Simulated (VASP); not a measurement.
Slab: WS2, a slab with vacuum.

```
W S
1.0
     3.18321    0.00000    0.00000
    -1.59160    2.75674    0.00000
     0.00000    0.00000   23.66876
W S
2 4
Direct
  0.66667 0.33333 0.36268
  0.33333 0.66667 0.63732
  0.66667 0.33333 0.70318
  0.33333 0.66667 0.42856
  0.66667 0.33333 0.57144
  0.33333 0.66667 0.29682
```

Base run:

| Item | Value |
| --- | --- |
| Program | VASP 6.6.1 |
| Functional | r2SCAN |
| Potentials or basis | VASP PAW PBE potentials, release 64 (W_sv, S) |
| Cutoff | 520 eV |
| k mesh | 10 × 10 × 2 |
| Occupations | fermi-dirac, width 0.05 eV |
| Spin | no spin polarisation |

Its results: band gap on the k mesh 1.78 eV, indirect (least direct gap 2.25 eV); largest force 0.012 eV/Å.

Q: The run is repeated on the same cell with these changes: functional from r2SCAN to PBEsol; further incar settings from ALGO = Normal; EDIFF = 1e-06; NBANDS = 35 to ALGO = Normal; EDIFF = 1e-07; NBANDS = 35. What comes out?

A: Band gap on the k mesh 1.66 eV, indirect (least direct gap 2.12 eV); largest force 0.094 eV/Å.

Caveats: the PAW data sets were made with another functional, which shifts forces and pressure a little; spin-orbit coupling is left out, which moves the levels of the heavy elements.

A k mesh can miss the band edges.
